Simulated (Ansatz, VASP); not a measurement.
# Ti2GeS in VASP and in Ansatz

```
Ti Ge S
1.0
     3.50686    0.00000    0.00000
    -1.75343    3.03703    0.00000
     0.00000    0.00000   12.13767
Ti Ge S
4 2 2
Direct
  0.33333 0.66667 0.10822
  0.66667 0.33333 0.60822
  0.66667 0.33333 0.89178
  0.33333 0.66667 0.39178
  0.33333 0.66667 0.75000
  0.66667 0.33333 0.25000
  0.00000 0.00000 0.50000
  0.00000 0.00000 0.00000
```

Change from the starting cell: species swapped into the Cr2GaC type (P6_3/mmc, No. 194).

Alike in both runs: functional PBE; k mesh 12 × 12 × 4; occupations gaussian, width 0.1 eV; no spin polarisation.

Ansatz relaxed the structure, and its values are those at the end. VASP's run is a single point on that final structure, the one shown.

```csv
,VASP,Ansatz
version,VASP 6.6.1,Ansatz 0.2.0
potentials or method,"VASP PAW PBE potentials, release 64 (Ti_sv, Ge_d, S), cutoff 520 eV","scalar-relativistic, plane waves, PAW"
valence electrons in the cell,88,88
```

|  | VASP | Ansatz | Ansatz less VASP |
| --- | --- | --- | --- |
| gap on the k mesh at the Fermi level (eV) | none | none | - |
| pressure (GPa) | 0.1 | 0.0 | -0.08 |
| rms of the force components (eV/Å) | 0.004 | 0.001 | -0.0026 |

A gap of «none» marks a metal or a gap that the smearing closes.
